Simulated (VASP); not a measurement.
# PtSe2 (P-3m1) in VASP: notebook

PtSe2 is run at these levels: PBE+D3(BJ); tasks: single point, relaxation of shape and atoms at fixed volume.

All numbers are computed with VASP 6.6.1; they aren't measurements. Logs are shortened: lines on timing, memory, paths and dates and some standing lists are left out, and cuts for length are marked.

## (1) The cell of the first run

It takes space group P-3m1 (No. 164, trigonal). Conventional cell: a = 3.772 Å, b = 3.772 Å, c = 4.822 Å, α = 90.00°, β = 90.00°, γ = 120.00°. Within 3.3 Å of Pt (site symmetry -3m) lie 6 Se at 2.53 Å. Within 3.4 Å of Se (site symmetry 3m) lie 3 Pt at 2.53 Å and 6 Se at 3.14 to 3.36 Å.

## (2) Single point, PBE+D3(BJ)

Input file INCAR:

```
PREC = Accurate ; ENCUT = 520
EDIFF = 1E-6 ; ISMEAR = 0
SIGMA = 0.15 ; LREAL = False
LASPH = True ; NELM = 80
ALGO = Normal ; ISIF = 2
LWAVE = False ; LCHARG = False
GGA = PE ; IVDW = 12
NBANDS = 31
```

Input file KPOINTS:

```
Automatic mesh
0
Gamma
  12 12 6
```

Input file POSCAR:

```
PtSe2
1.0
    3.7717024303      0.0000000000      0.0000000000
   -1.8858512152      3.2663901202      0.0000000000
    0.0000000000      0.0000000000      9.6436527086
Pt Se
2 4
Direct
    0.0000000000      0.0000000000      0.0000000000
    0.0000000000      0.0000000000      0.5000000000
    0.3333333333      0.6666666667      0.1327718750
    0.3333333333      0.6666666667      0.6327718750
    0.6666666667      0.3333333333      0.3672281250
    0.6666666667      0.3333333333      0.8672281250
```

Potentials or basis: VASP PAW PBE potentials, release 64 (Pt, Se).

The run is started by

```
$ cat potpaw_PBE.64/Pt/POTCAR potpaw_PBE.64/Se/POTCAR > POTCAR
$ mpirun -np 1 vasp_std > vasp.out
```

OUTCAR:

```text
PREC = Accurate
   ENCUT = 520
   EDIFF = 1E-6
   ISMEAR = 0
   LREAL = False
   LASPH = True
   NELM = 80
   ISIF = 2
   GGA = PE
   IVDW = 12
 IVDW          = 12

 ion  position               nearest neighbor table
   1  0.000  0.000  0.000-   3 2.53   6 2.53   6 2.53   3 2.53   6 2.53   3 2.53
   2  0.000  0.000  0.500-   4 2.53   5 2.53   5 2.53   4 2.53   5 2.53   4 2.53
   3  0.333  0.667  0.133-   1 2.53   1 2.53   1 2.53
   4  0.333  0.667  0.633-   2 2.53   2 2.53   2 2.53
   5  0.667  0.333  0.367-   2 2.53   2 2.53   2 2.53
   6  0.667  0.333  0.867-   1 2.53   1 2.53   1 2.53

  LATTYP: Found a hexagonal cell.
 ALAT       =     3.7717024303
 C/A-ratio  =     2.5568434644

  Lattice vectors:

 A1 = (   3.7717024303,   0.0000000000,   0.0000000000)
 A2 = (  -1.8858512152,   3.2663901202,   0.0000000000)
 A3 = (   0.0000000000,   0.0000000000,   9.6436527086)

Analysis of symmetry for initial positions (statically):
=====================================================================
 Subroutine PRICEL returns following result:

  LATTYP: Found a hexagonal cell.
 ALAT       =     3.7717024303
 C/A-ratio  =     1.2784217322

  Lattice vectors:

 A1 = (   3.7717024303,   0.0000000000,   0.0000000000)
 A2 = (  -1.8858512152,   3.2663901202,   0.0000000000)
 A3 = (   0.0000000000,   0.0000000000,   4.8218263543)

   2 primitive cells build up your supercell.

 Routine SETGRP: Setting up the symmetry group for a
 hexagonal supercell.

 Subroutine GETGRP returns: Found 12 space group operations
 (whereof 12 operations were pure point group operations)
 out of a pool of 24 trial point group operations.

The static configuration has the point symmetry D_3d.

Analysis of symmetry for dynamics (positions and initial velocities):
=====================================================================
 Subroutine PRICEL returns following result:

  LATTYP: Found a hexagonal cell.
 ALAT       =     3.7717024303
 C/A-ratio  =     1.2784217322

  Lattice vectors:

 A1 = (   3.7717024303,   0.0000000000,   0.0000000000)
 A2 = (  -1.8858512152,   3.2663901202,   0.0000000000)
 A3 = (   0.0000000000,   0.0000000000,   4.8218263543)

   2 primitive cells build up your supercell.

 Routine SETGRP: Setting up the symmetry group for a
 hexagonal supercell.

 Subroutine GETGRP returns: Found 12 space group operations
 (whereof 12 operations were pure point group operations)
 out of a pool of 24 trial point group operations.

The dynamic configuration has the point symmetry D_3d.

 Subroutine INISYM returns: Found 12 space group operations
 (whereof 12 operations are pure point group operations),
 and found     2 'primitive' translations

----------------------------------------------------------------------------------------

                                     Primitive cell

  volume of cell :      59.4042

  direct lattice vectors                    reciprocal lattice vectors
     3.771702430  0.000000000  0.000000000     0.265132263  0.153074183  0.000000000
    -1.885851215  3.266390120  0.000000000     0.000000000  0.306148367  0.000000000
     0.000000000  0.000000000  4.821826354     0.000000000  0.000000000  0.207390297

  length of vectors
     3.771702430  3.771702430  4.821826354     0.306148367  0.306148367  0.207390297

  position of ions in fractional coordinates (direct lattice)
     0.000000000  0.000000000  0.000000000
     0.333333333  0.666666667  0.265543750
     0.666666667  0.333333333  0.734456250

  ion indices of the primitive-cell ions
   primitive index   ion index
                 1           1
                 2           3
                 3           6

----------------------------------------------------------------------------------------

 KPOINTS: Automatic mesh

Automatic generation of k-mesh.
 Grid dimensions read from file:
 generate k-points for:   12   12    6

 Generating k-lattice:

  Cartesian coordinates                     Fractional coordinates (reciprocal lattice)
     0.022094355  0.012756182  0.000000000     0.083333333  0.000000000  0.000000000
     0.000000000  0.025512364  0.000000000     0.000000000  0.083333333  0.000000000
     0.000000000  0.000000000  0.017282525     0.000000000  0.000000000  0.166666667

  Length of vectors
     0.025512364  0.025512364  0.017282525

  Shift w.r.t. Gamma in fractional coordinates (k-lattice)
     0.000000000  0.000000000  0.000000000

 Subroutine IBZKPT returns following result:
 ===========================================

 Found    100 irreducible k-points:

 Following reciprocal coordinates:
            Coordinates               Weight
  0.000000  0.000000  0.000000      1.000000
  0.083333 -0.000000  0.000000      6.000000
  0.166667  0.000000  0.000000      6.000000
  0.250000  0.000000  0.000000      6.000000
  0.333333  0.000000  0.000000      6.000000
  0.416667  0.000000  0.000000      6.000000
[... 16 lines left out ...]
  0.166667  0.000000  0.166667      6.000000
  0.000000  0.166667  0.166667      6.000000
 [... further k-points ...]
   k-points           NKPTS =    100   k-points in BZ     NKDIM =    100   number of bands    NBANDS=     31
   number of dos      NEDOS =    301   number of ions     NIONS =      6
   total plane-waves  NPLWV =  56448
   dimension x,y,z NGX =    28 NGY =   28 NGZ =   72
   dimension x,y,z NGXF=    56 NGYF=   56 NGZF=  144
   ions per type =               2   4
   NGX,Y,Z   is equivalent  to a cutoff of  12.34, 12.34, 12.41 a.u.
   NGXF,Y,Z  is equivalent  to a cutoff of  24.68, 24.68, 24.82 a.u.
 SYSTEM =  unknown system
   PREC   = accura    normal or accurate (medium, high low for compatibility)
   ISTART =      0    job   : 0-new  1-cont  2-samecut
   ICHARG =      2    charge: 1-file 2-atom 10-const
   ISPIN  =      1    spin polarized calculation?
   LNONCOLLINEAR =      F non collinear calculations
   LSORBIT =      F    spin-orbit coupling
   LASPH  =      T    aspherical Exc in radial PAW
   ENCUT  =  520.0 eV  38.22 Ry    6.18 a.u.   7.01  7.01 17.93*2*pi/ulx,y,z
   NELM   =     80;   NELMIN=  2; NELMDL= -5     # of ELM steps
   EDIFF  = 0.1E-05   stopping-criterion for ELM
   LREAL  =      F    real-space projection
   EDIFFG = 0.1E-04   stopping-criterion for IOM
   NSW    =      0    number of steps for IOM
   IBRION =     -1    ionic relax: 0-MD 1-quasi-New 2-CG
   NFREE  =      0    steps in history (QN), initial steepest desc. (CG)
   ISIF   =      2    stress and relaxation
   ISYM   =      2    0-nonsym 1-usesym 2-fastsym
   POTIM  = 0.5000    time-step for ionic-motion
   TEBEG  =    0.0;   TEEND  =   0.0 temperature during run
   PSTRESS=    0.0 pullay stress
   NELECT =      44.0000    total number of electrons
   NUPDOWN=      -1.0000    fix difference up-down
   EMIN   =  10.00;   EMAX   =-10.00  energy-range for DOS
   EFERMI =   0.00;   METHOD = LEGACY
   ISMEAR =     0;   SIGMA  =   0.15  broadening in eV -4-tet -1-fermi 0-gaus
   EFERMI_NEDOS =   21; number of points for ismear=-14 and -15
   IALGO  =     38    algorithm
   IMIX   =      4    mixing-type and parameters
     AMIX     =   0.40;   BMIX     =  1.00
     AMIX_MAG =   1.60;   BMIX_MAG =  1.00
  volume/ion in A,a.u.               =      19.80       133.63
  Fermi-wavevector in a.u.,A,eV,Ry     =   1.175646  2.221650 18.805216  1.382144
  Thomas-Fermi vector in A             =   2.312024
   LORBIT       =      0    0 simple, 1 ext, 2 COOP (PROOUT), +10 PAW based schemes
   GGA     = PE    functional components
   LHFCALC =     F    Hartree Fock is set to
   AEXX    =    0.0000 exact exchange contribution
   IVDW    =    12    specifies the selected vdW correction
   LEPSILON=     F    determine dielectric tensor
   LRPA    =     F    only Hartree local field effects (RPA)
 non-spin polarized calculation
 Gauss-broadening in eV      SIGMA  =   0.15
  energy-cutoff  :      520.00
  volume of cell :      118.81
 maximum number of plane-waves:      3231
   NGX = 13   NGY = 13   NGZ = 35

 number of electron      43.9999994 magnetization

 Free energy of the ion-electron system (eV)
  ---------------------------------------------------
  ext. energy  EPLUGINS =         0.00000000
  ---------------------------------------------------
  free energy    TOTEN  =       -28.40002625 eV

  energy without entropy =      -28.38344055  energy(sigma->0) =      -28.39173340

 E-fermi :   6.6944     XC(G=0): -10.8239

 val. band max:        6.6857058711   @ k =  -0.2500  -0.4167   0.1667
 cond. band min:       6.7333956834   @ k =  -0.1667   0.5000   0.3333
 fundamental gap:      0.0476898124
 Fermi energy:         6.6944364438

 k-point     1 :       0.0000    0.0000    0.0000
  band No.  band energies     occupation
      1      -8.9542      2.00000
      2      -8.0152      2.00000
      3      -7.4832      2.00000
      4      -5.8564      2.00000
      5      -0.4013      2.00000
      6       0.4877      2.00000
[... 23 lines left out ...]
     30      13.2390      0.00000
     31      13.2850      0.00000

 k-point     2 :       0.0833   -0.0000    0.0000
  band No.  band energies     occupation
      1      -8.8794      2.00000
      2      -7.9471      2.00000
      3      -7.4612      2.00000
      4      -5.9008      2.00000
      5      -0.3071      2.00000
      6       0.4752      2.00000
[... 23 lines left out ...]
     30      12.5035      0.00000
     31      13.6716      0.00000

 k-point     3 :       0.1667    0.0000    0.0000
  band No.  band energies     occupation
      1      -8.6620      2.00000
      2      -7.7550      2.00000
      3      -7.3980      2.00000
      4      -6.0240      2.00000
      5      -0.0371      2.00000
      6       0.2490      2.00000
[... 703 lines left out ...]
     30      12.7573      0.00000
     31      13.5913      0.00000

 k-point    24 :       0.0000    0.1667    0.1667
  band No.  band energies     occupation
      1      -8.6331      2.00000
      2      -7.9162      2.00000
      3      -7.2147      2.00000
      4      -6.0800      2.00000
      5      -0.0760      2.00000
      6       0.2177      2.00000
[... 23 lines left out ...]
     30      12.9374      0.00000
     31      13.7388      0.00000

 [... further k-points ...]

------------------------ aborting loop because EDIFF is reached ----------------------------------------

 Edisp (eV)   -2.94035

 E8    (eV) :    -1.2633

  FORCE on cell =-STRESS in cart. coord.  units (eV):
  Direction    XX          YY          ZZ          XY          YZ          ZX
  --------------------------------------------------------------------------------------
  -------------------------------------------------------------------------------------
  Total      -0.03478    -0.03478    -0.04136     0.00000    -0.00000     0.00000
  in kB      -0.46899    -0.46899    -0.55779     0.00000    -0.00000     0.00000
  external pressure =       -0.50 kB  Pullay stress =        0.00 kB

 VOLUME and BASIS-vectors are now :
 -----------------------------------------------------------------------------
  energy-cutoff  :      520.00
  volume of cell :      118.81
      direct lattice vectors                 reciprocal lattice vectors
     3.771702430  0.000000000  0.000000000     0.265132263  0.153074183  0.000000000
    -1.885851215  3.266390120  0.000000000     0.000000000  0.306148367  0.000000000
     0.000000000  0.000000000  9.643652709     0.000000000  0.000000000  0.103695149

 POSITION                                       TOTAL-FORCE (eV/Angst)
 -----------------------------------------------------------------------------------
      0.00000      0.00000      0.00000        -0.000000      0.000000     -0.000000
      0.00000      0.00000      4.82183        -0.000000      0.000000     -0.000000
     -0.00000      2.17759      1.28041        -0.000000     -0.000000      0.005451
     -0.00000      2.17759      6.10223        -0.000000     -0.000000      0.005451
      1.88585      1.08880      3.54142         0.000000      0.000000     -0.005451
      1.88585      1.08880      8.36325         0.000000     -0.000000     -0.005451
 -----------------------------------------------------------------------------------
    total drift:                               -0.000000     -0.000000      0.000000

  FREE ENERGIE OF THE ION-ELECTRON SYSTEM (eV)
  ---------------------------------------------------
  free  energy   TOTEN  =       -31.3403756943 eV

  energy  without entropy=      -31.3237899950  energy(sigma->0) =      -31.33208284
```

Run time: 8.8 min. Hardware: 1 thread of Intel Xeon 8259CL, shared host; peak memory 0.46 GiB.

What came out:

```yaml
Free_energy: -31.3404 eV
Pressure: 0.0 GPa
Largest_force: 0.005 eV/Å
Band_gap_on_the_k_mesh: zero (bands 22 and 23 overlap by 0.82 eV)
Dispersion_energy_per_atom: -0.490 eV
```

Forces on the atoms (eV/Å):
```
Pt   0.000  0.000  0.000
Pt   0.000  0.000  0.000
Se   0.000  0.000  0.005
Se   0.000  0.000  0.005
Se   0.000  0.000 -0.005
Se   0.000  0.000 -0.005
```

Caveat: spin-orbit coupling is left out, which moves the levels of the heavy elements.

## (3) Relaxation of shape and atoms at fixed volume, PBE+D3(BJ) (18.02 Å³/atom)

Input file INCAR:

```
  ALGO = Normal
  EDIFF = 1E-6
  EDIFFG = -0.01
  ENCUT = 600
  GGA = PE
  IBRION = 2
  ISIF = 4
  ISMEAR = 0
  IVDW = 12
  LASPH = T
  LCHARG = F
  LREAL = F
  LWAVE = F
  NELM = 80
  NSW = 50
  PREC = Accurate
  SIGMA = 0.1
```

Input file KPOINTS:

```
k-points
0
Gamma
  12 12 10
```

Input file POSCAR:

```
PtSe2
1.0
    3.7023461512      0.0000000000      0.0000000000
   -1.8511730756      3.2063258205      0.0000000000
    0.0000000000      0.0000000000      4.5537980351
Pt Se
1 2
Direct
    0.0000000000      0.0000000000      0.0000000000
    0.3333333333      0.6666666667      0.2758936585
    0.6666666667      0.3333333333      0.7241063415
```

Potentials or basis: VASP PAW PBE potentials, release 64 (Pt, Se).

The run is started by

```
$ cat potpaw_PBE.64/Pt/POTCAR potpaw_PBE.64/Se/POTCAR > POTCAR
$ mpirun -np 1 vasp_std > vasp.out
```

It took 8.3 min on 1 thread of Intel Xeon 8259CL, shared host; peak memory 0.33 GiB.

Results (log left out):

* Free energy: -15.5463 eV
* Energy gained by relaxing: 3.3 meV/atom
* Ionic steps: 6
* Pressure after relaxing: 8.5 GPa
* Largest force after relaxing: 0.004 eV/Å
* Band gap on the k mesh: zero (bands 11 and 12 overlap by 0.70 eV)
* Dispersion energy per atom: -0.540 eV

Forces in eV/Å, atoms in the order of the input:
```
Pt   0.000  0.000  0.000
Se   0.000  0.000  0.004
Se   0.000  0.000 -0.004
```

Step by step:
```
step  energy change (eV)  largest force (eV/Å)  pressure (GPa)  volume (Å³)
   1              0.0000                0.3422           10.27        54.06
   2             -0.0089                0.0758            8.97        54.06
   3             -0.0096                0.0248            8.52        54.06
   4             -0.0096                0.0178            8.54        54.06
   5             -0.0098                0.0069            8.52        54.06
   6             -0.0098                0.0044            8.50        54.06
```

Final structure:
```
Pt Se
1.0
     3.72204    0.00000    0.00000
    -1.86102    3.22338    0.00000
     0.00000    0.00000    4.50573
Pt Se
1 2
Cartesian
  0.0000 0.0000 4.5057
  0.0000 2.1489 1.2636
  1.8610 1.0745 3.2422
```

Levels at points of the mesh, in eV from the Fermi level:
```csv
k point,band 8,band 9,band 10,band 11,band 12,band 13,band 14,band 15
"(0.00, 0.00, 0.00)",-2.57,-1.05,-1.05,0.68,0.68,0.98,3.07,4.56
"(0.50, 0.00, 0.00)",-3.48,-3.47,-3.42,-3.10,0.45,2.99,5.51,6.49
"(0.00, 0.00, 0.50)",-3.02,-2.18,-2.18,-1.75,2.64,2.64,5.20,6.40
"(0.50, 0.00, 0.50)",-3.50,-3.20,-2.55,-1.04,0.24,1.69,5.05,5.71
```

Caveat: spin-orbit coupling is left out, which moves the levels of the heavy elements.
